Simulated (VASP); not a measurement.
Set up this calculation in VASP 6.6.1, as the native input.

* Task: single point
* Functional: PBE
* Potentials or basis: VASP PAW PBE potentials, release 64 (Ga_d, N)
* Cutoff: 600 eV
* k mesh: 8 × 8 × 8
* Occupations: gaussian, width 0.01 eV
* Spin: no spin polarisation
* Dipole correction: no
* Further INCAR settings: ALGO = Normal; EDIFF = 1e-06; NBANDS = 16

The structure of GaN lies in POSCAR:

```
GaN
1.0
    0.0000000000      2.2421891994      2.2421891994
    2.2421891994      0.0000000000      2.2421891994
    2.2421891994      2.2421891994      0.0000000000
Ga N
1 1
Direct
    0.0000000000      0.0000000000      0.0000000000
    0.2500000000      0.2500000000      0.2500000000
```

One way to write it, as run:

INCAR

```
SYSTEM = GaN
PREC     = Accurate       ! precision mode
ENCUT    = 600            ! plane-wave cutoff, eV
EDIFF    = 1E-6           ! SCF threshold, eV
ISMEAR   = 0              ! smearing method
SIGMA    = 0.01           ! smearing width, eV
LREAL    = .False.        ! projectors in reciprocal space
LASPH    = .True.         ! aspherical terms in the spheres
NELM     = 120            ! most SCF steps
ALGO     = Normal         ! electronic algorithm
ISIF     = 2              ! what is computed and relaxed
LWAVE    = .False.        ! write WAVECAR
LCHARG   = .False.        ! write CHGCAR
GGA      = PE             ! functional
NBANDS   = 16             ! bands
GGA_COMPAT= .False.
```

KPOINTS

```
Automatic mesh
0
Gamma
  8 8 8
  0 0 0
```

Potentials or basis: VASP PAW PBE potentials, release 64 (Ga_d, N).

Run with:

```sh
$ cat potpaw_PBE.64/Ga_d/POTCAR potpaw_PBE.64/N/POTCAR > POTCAR
$ mpirun -np 1 vasp_std > vasp.out
```

Results of the run:

```
Pressure               : 7.9 GPa
Band gap on the k mesh : 1.82 eV
```

Caveat: the cell stands under pressure.

Wall time 9.9 s on 1 thread of Intel(R) Xeon(R) 6975P-C (Granite Rapids) (shared host), peak memory 0.15 GiB.
